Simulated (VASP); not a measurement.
# MoS2 (P6_3/mmc) in VASP: notebook

The runs below take MoS2 through relaxation of cell and atoms, with PBEsol.

Program: VASP 6.6.1. These are calculated values, not measurements. Logs are shortened: lines on timing, memory, paths and dates and some standing lists are left out, and cuts for length are marked.

### Step 1. The cell of the first run

Symmetry: P6_3/mmc, No. 194, hexagonal system. Conventional cell: a = 3.169 Å, b = 3.169 Å, c = 12.324 Å, α = 90.00°, β = 90.00°, γ = 120.00°. Within 3.2 Å of Mo (site symmetry -6m2) lie 6 S at 2.41 Å and 6 Mo at 3.17 Å. S (site symmetry 3m) has 3 Mo at 2.41 Å and 7 S at 3.13 to 3.17 Å within 3.2 Å.

### Step 2. Relaxation of cell and atoms, PBEsol

Input file INCAR:

```
SYSTEM = MoS2
PREC = Accurate
ENCUT = 600
EDIFF = 1E-6
ISMEAR = 0
SIGMA = 0.01
LREAL = .False.
LASPH = .True.
NELM = 100
ALGO = Normal
ISIF = 3
LWAVE = .False.
LCHARG = .False.
GGA = PS
IBRION = 2
NSW = 100
EDIFFG = -0.002
```

Input file KPOINTS:

```
regular mesh
0
Gamma
  8 8 2
  0 0 0
```

Input file POSCAR:

```
MoS2
1.0
    3.1690000000      0.0000000000      0.0000000000
   -1.5845000000      2.7444345046      0.0000000000
    0.0000000000      0.0000000000     12.3240000000
Mo S
2 4
Direct
    0.3333333333      0.6666666667      0.2500000000
    0.6666666667      0.3333333333      0.7500000000
    0.3333333333      0.6666666667      0.6230000000
    0.6666666667      0.3333333333      0.1230000000
    0.3333333333      0.6666666667      0.8770000000
    0.6666666667      0.3333333333      0.3770000000
```

Potentials or basis: VASP PAW PBE potentials, release 64 (Mo_sv, S).

On the command line:

```
> cat potpaw_PBE.64/Mo_sv/POTCAR potpaw_PBE.64/S/POTCAR > POTCAR
> mpirun -np 1 vasp_std > vasp.out
```

OUTCAR:

```text
SYSTEM = MoS2
   PREC = Accurate
   ENCUT = 600
   EDIFF = 1E-6
   ISMEAR = 0
   LREAL = .False.
   LASPH = .True.
   NELM = 100
   ISIF = 3
   GGA = PS
   IBRION = 2
   NSW = 100
   EDIFFG = -0.002

 ion  position               nearest neighbor table
   1  0.333  0.667  0.250-   4 2.41   6 2.41   4 2.41   6 2.41   4 2.41   6 2.41
   2  0.667  0.333  0.750-   3 2.41   5 2.41   3 2.41   5 2.41   3 2.41   5 2.41
   3  0.333  0.667  0.623-   2 2.41   2 2.41   2 2.41
   4  0.667  0.333  0.123-   1 2.41   1 2.41   1 2.41
   5  0.333  0.667  0.877-   2 2.41   2 2.41   2 2.41
   6  0.667  0.333  0.377-   1 2.41   1 2.41   1 2.41

  LATTYP: Found a hexagonal cell.
 ALAT       =     3.1690000000
 C/A-ratio  =     3.8889239508

  Lattice vectors:

 A1 = (   3.1690000000,   0.0000000000,   0.0000000000)
 A2 = (  -1.5845000000,   2.7444345046,   0.0000000000)
 A3 = (   0.0000000000,   0.0000000000,  12.3240000000)

Analysis of symmetry for initial positions (statically):
=====================================================================
 Subroutine PRICEL returns:
 Original cell was already a primitive cell.

 Routine SETGRP: Setting up the symmetry group for a
 hexagonal supercell.

 Subroutine GETGRP returns: Found 24 space group operations
 (whereof 12 operations were pure point group operations)
 out of a pool of 24 trial point group operations.

The static configuration has the point symmetry D_3d.
 The point group associated with its full space group is D_6h.

Analysis of symmetry for dynamics (positions and initial velocities):
=====================================================================
 Subroutine PRICEL returns:
 Original cell was already a primitive cell.

 Routine SETGRP: Setting up the symmetry group for a
 hexagonal supercell.

 Subroutine GETGRP returns: Found 24 space group operations
 (whereof 12 operations were pure point group operations)
 out of a pool of 24 trial point group operations.

The dynamic configuration has the point symmetry D_3d.
 The point group associated with its full space group is D_6h.

 Subroutine INISYM returns: Found 24 space group operations
 (whereof 12 operations are pure point group operations),
 and found     1 'primitive' translations

----------------------------------------------------------------------------------------

                                     Primitive cell

  volume of cell :     107.1832

  direct lattice vectors                    reciprocal lattice vectors
     3.169000000  0.000000000  0.000000000     0.315556958  0.182186895  0.000000000
    -1.584500000  2.744434505  0.000000000     0.000000000  0.364373789  0.000000000
     0.000000000  0.000000000 12.324000000     0.000000000  0.000000000  0.081142486

  length of vectors
     3.169000000  3.169000000 12.324000000     0.364373789  0.364373789  0.081142486

  position of ions in fractional coordinates (direct lattice)
     0.333333333  0.666666667  0.250000000
     0.666666667  0.333333333  0.750000000
     0.333333333  0.666666667  0.623000000
     0.666666667  0.333333333  0.123000000
     0.333333333  0.666666667  0.877000000
     0.666666667  0.333333333  0.377000000

  ion indices of the primitive-cell ions
   primitive index   ion index
                 1           1
                 2           2
                 3           3
                 4           4
                 5           5
                 6           6

----------------------------------------------------------------------------------------

 KPOINTS: regular mesh

Automatic generation of k-mesh.
 Grid dimensions read from file:
 generate k-points for:    8    8    2

 Generating k-lattice:

  Cartesian coordinates                     Fractional coordinates (reciprocal lattice)
     0.039444620  0.022773362  0.000000000     0.125000000 -0.000000000  0.000000000
     0.000000000  0.045546724  0.000000000     0.000000000  0.125000000  0.000000000
     0.000000000  0.000000000  0.040571243     0.000000000  0.000000000  0.500000000

  Length of vectors
     0.045546724  0.045546724  0.040571243

  Shift w.r.t. Gamma in fractional coordinates (k-lattice)
     0.000000000  0.000000000  0.000000000

 Subroutine IBZKPT returns following result:
 ===========================================

 Found     20 irreducible k-points:

 Following reciprocal coordinates:
            Coordinates               Weight
  0.000000  0.000000  0.000000      1.000000
  0.125000  0.000000  0.000000      6.000000
  0.250000  0.000000  0.000000      6.000000
  0.375000 -0.000000  0.000000      6.000000
  0.500000  0.000000  0.000000      3.000000
  0.125000  0.125000  0.000000      6.000000
[... 12 lines left out ...]
  0.250000  0.250000  0.500000      6.000000
  0.375000  0.250000  0.500000      6.000000
   k-points           NKPTS =     20   k-points in BZ     NKDIM =     20   number of bands    NBANDS=     31
   number of dos      NEDOS =    301   number of ions     NIONS =      6
   total plane-waves  NPLWV =  76832
   dimension x,y,z NGX =    28 NGY =   28 NGZ =   98
   dimension x,y,z NGXF=    56 NGYF=   56 NGZF=  196
   ions per type =               2   4
   NGX,Y,Z   is equivalent  to a cutoff of  14.69, 14.69, 13.22 a.u.
   NGXF,Y,Z  is equivalent  to a cutoff of  29.38, 29.38, 26.44 a.u.
 SYSTEM =  MoS2
   PREC   = accura    normal or accurate (medium, high low for compatibility)
   ISTART =      0    job   : 0-new  1-cont  2-samecut
   ICHARG =      2    charge: 1-file 2-atom 10-const
   ISPIN  =      1    spin polarized calculation?
   LNONCOLLINEAR =      F non collinear calculations
   LSORBIT =      F    spin-orbit coupling
   LASPH  =      T    aspherical Exc in radial PAW
   ENCUT  =  600.0 eV  44.10 Ry    6.64 a.u.   6.33  6.33 24.61*2*pi/ulx,y,z
   NELM   =    100;   NELMIN=  2; NELMDL= -5     # of ELM steps
   EDIFF  = 0.1E-05   stopping-criterion for ELM
   LREAL  =      F    real-space projection
   EDIFFG = -.2E-02   stopping-criterion for IOM
   NSW    =    100    number of steps for IOM
   IBRION =      2    ionic relax: 0-MD 1-quasi-New 2-CG
   NFREE  =      1    steps in history (QN), initial steepest desc. (CG)
   ISIF   =      3    stress and relaxation
   ISYM   =      2    0-nonsym 1-usesym 2-fastsym
   POTIM  = 0.5000    time-step for ionic-motion
   TEBEG  =    0.0;   TEEND  =   0.0 temperature during run
   PSTRESS=    0.0 pullay stress
   NELECT =      52.0000    total number of electrons
   NUPDOWN=      -1.0000    fix difference up-down
   EMIN   =  10.00;   EMAX   =-10.00  energy-range for DOS
   EFERMI =   0.00;   METHOD = LEGACY
   ISMEAR =     0;   SIGMA  =   0.01  broadening in eV -4-tet -1-fermi 0-gaus
   EFERMI_NEDOS =   21; number of points for ismear=-14 and -15
   IALGO  =     38    algorithm
   IMIX   =      4    mixing-type and parameters
     AMIX     =   0.40;   BMIX     =  1.00
     AMIX_MAG =   1.60;   BMIX_MAG =  1.00
  volume/ion in A,a.u.               =      17.86       120.55
  Fermi-wavevector in a.u.,A,eV,Ry     =   1.286373  2.430893 22.514325  1.654756
  Thomas-Fermi vector in A             =   2.418452
   LORBIT       =      0    0 simple, 1 ext, 2 COOP (PROOUT), +10 PAW based schemes
   GGA     = PS    functional components
   LHFCALC =     F    Hartree Fock is set to
   AEXX    =    0.0000 exact exchange contribution
   IVDW    =     0    specifies the selected vdW correction
   LEPSILON=     F    determine dielectric tensor
   LRPA    =     F    only Hartree local field effects (RPA)
 conjugate gradient relaxation of ions
 non-spin polarized calculation
 Gauss-broadening in eV      SIGMA  =   0.01
  energy-cutoff  :      600.00
  volume of cell :      107.18
 maximum number of plane-waves:      3614
 NGX is ok and might be reduce to    28
   NGX = 13   NGY = 13   NGZ = 49

--------------------------------------- Ionic step        1  -------------------------------------------

 number of electron      52.0000000 magnetization

 Free energy of the ion-electron system (eV)
  ---------------------------------------------------
  ext. energy  EPLUGINS =         0.00000000
  ---------------------------------------------------
  free energy    TOTEN  =       -46.88047342 eV

  energy without entropy =      -46.88047342  energy(sigma->0) =      -46.88047342

------------------------ aborting loop because EDIFF is reached ----------------------------------------

  FORCE on cell =-STRESS in cart. coord.  units (eV):
  Direction    XX          YY          ZZ          XY          YZ          ZX
  --------------------------------------------------------------------------------------
  -------------------------------------------------------------------------------------
  Total       -2.1935157     -2.1935157     -1.6012586      0.0000000      0.0000000      0.0000000
  in kB      -32.7887249    -32.7887249    -23.9356521      0.0000000      0.0000000      0.0000000
  external PRESSURE =     -29.8377006 kB  Pullay stress =       0.0000000 kB
[... 101 lines left out ...]
  FREE ENERGIE OF THE ION-ELECTRON SYSTEM (eV)
  ---------------------------------------------------
  free  energy   TOTEN  =       -46.9008147887 eV

  energy  without entropy=      -46.9008147887  energy(sigma->0) =      -46.90081479

[... ionic steps 4 to 19 ...]

--------------------------------------- Ionic step       20  -------------------------------------------

 number of electron      51.9999996 magnetization

------------------------ aborting loop because EDIFF is reached ----------------------------------------

  FORCE on cell =-STRESS in cart. coord.  units (eV):
  Direction    XX          YY          ZZ          XY          YZ          ZX
  --------------------------------------------------------------------------------------
  -------------------------------------------------------------------------------------
  Total        0.0294883      0.0294883     -0.1418688      0.0000000      0.0000000      0.0000000
  in kB        0.4395095      0.4395095     -2.1144851      0.0000000      0.0000000      0.0000000
  external PRESSURE =      -0.4118221 kB  Pullay stress =       0.0000000 kB
[... 65 lines left out ...]
  energy  without entropy=      -46.9068404729  energy(sigma->0) =      -46.90684047

--------------------------------------- Ionic step       22  -------------------------------------------

 number of electron      51.9999997 magnetization

 Free energy of the ion-electron system (eV)
  ---------------------------------------------------
  ext. energy  EPLUGINS =         0.00000000
  ---------------------------------------------------
  free energy    TOTEN  =       -46.90684190 eV

  energy without entropy =      -46.90684190  energy(sigma->0) =      -46.90684190

 E-fermi :   7.3416     XC(G=0): -10.9350

 val. band max:        7.2839772878   @ k =   0.0000   0.0000   0.0000
 cond. band min:       8.3717639301   @ k =   0.2500   0.1250   0.0000
 fundamental gap:      1.0877866423
 Fermi energy:         7.3415596386

 k-point     1 :       0.0000    0.0000    0.0000
  band No.  band energies     occupation
      1     -54.0050      2.00000
      2     -54.0050      2.00000
      3     -28.2166      2.00000
      4     -28.2165      2.00000
      5     -27.9546      2.00000
      6     -27.9546      2.00000
[... 702 lines left out ...]
  FREE ENERGIE OF THE ION-ELECTRON SYSTEM (eV)
  ---------------------------------------------------
  free  energy   TOTEN  =       -46.9068418971 eV

  energy  without entropy=      -46.9068418971  energy(sigma->0) =      -46.90684190

 reached required accuracy - stopping structural energy minimisation
```

It took 8.5 min on 1 thread of Intel Xeon 6975P-C (Granite Rapids), shared host; peak memory 0.31 GiB.

Results:

```yaml
Free_energy: -46.9068 eV
Relaxed_volume: 17.89 Å³/atom
Relaxed_cell: a = 3.141 Å, b = 3.141 Å, c = 12.561 Å, α = 90.00°, β = 90.00°, γ = 120.00°
Space_group_after_relaxing_to_0.1_Å: P6_3/mmc (No. 194)
Energy_gained_by_relaxing: 4.4 meV/atom
Ionic_steps: 22
Pressure_after_relaxing: 0.0 GPa
Band_gap_on_the_k_mesh: 1.09 eV (least direct gap 2.03 eV)
```

The path:
```tsv
step	energy change (eV)	largest force (eV/Å)	pressure (GPa)	volume (Å³)
1	0.0000	0.3121	-2.98	107.18
2	0.0572	0.7634	6.47	102.10
3	-0.0203	0.0326	-0.02	105.42
4	-0.0203	0.0397	0.06	105.39
5	-0.0227	0.0409	0.13	105.22
6	-0.0227	0.0418	0.13	105.22
7	-0.0232	0.0508	0.02	105.40
8	-0.0240	0.0772	-0.31	105.95
9	-0.0237	0.1299	-0.94	107.05
10	-0.0242	0.0961	-0.55	106.36
11	-0.0243	0.0932	-0.54	106.38
12	-0.0246	0.0839	-0.51	106.44
13	-0.0251	0.0674	-0.41	106.55
14	-0.0258	0.0324	-0.23	106.79
15	-0.0261	0.0382	0.12	107.25
16	-0.0262	0.0226	0.03	107.15
17	-0.0262	0.0191	0.02	107.13
18	-0.0262	0.0153	0.01	107.16
19	-0.0263	0.0035	-0.01	107.27
20	-0.0263	0.0197	-0.04	107.50
21	-0.0264	0.0044	-0.02	107.35
22	-0.0264	0.0015	0.00	107.35
```

Final structure:
```yaml
crystal:
  lattice:
    - [3.14143, 0.00000, 0.00000]
    - [-1.57072, 2.72056, 0.00000]
    - [0.00000, 0.00000, 12.56056]
  atoms:
    - { symbol: Mo, position: [0.33333, 0.66667, 0.25000] }
    - { symbol: Mo, position: [0.66667, 0.33333, 0.75000] }
    - { symbol: S, position: [0.33333, 0.66667, 0.62587] }
    - { symbol: S, position: [0.66667, 0.33333, 0.12587] }
    - { symbol: S, position: [0.33333, 0.66667, 0.87413] }
    - { symbol: S, position: [0.66667, 0.33333, 0.37413] }
```

Levels at points of the mesh, in eV from the valence-band top:
```csv
k point,band 24,band 25,band 26,band 27,band 28,band 29
"(0.00, 0.00, 0.00)",-1.31,-1.13,0.00,2.29,2.29,2.31
"(0.50, 0.00, 0.00)",-1.41,-1.32,-1.23,1.80,1.83,2.19
"(0.00, 0.00, 0.50)",-2.05,-0.29,-0.29,2.29,2.29,2.29
"(0.50, 0.00, 0.50)",-1.49,-1.27,-1.27,1.81,1.81,2.33
```

Caveat: the PAW data sets were made with another functional, which shifts forces and pressure a little; this functional lacks dispersion, which binds the layers, so the pressure and a relaxed spacing across them are unreliable. PBEsol gaps usually lie below the measured ones, often by a third to a half.

[end of part 1 of 2]
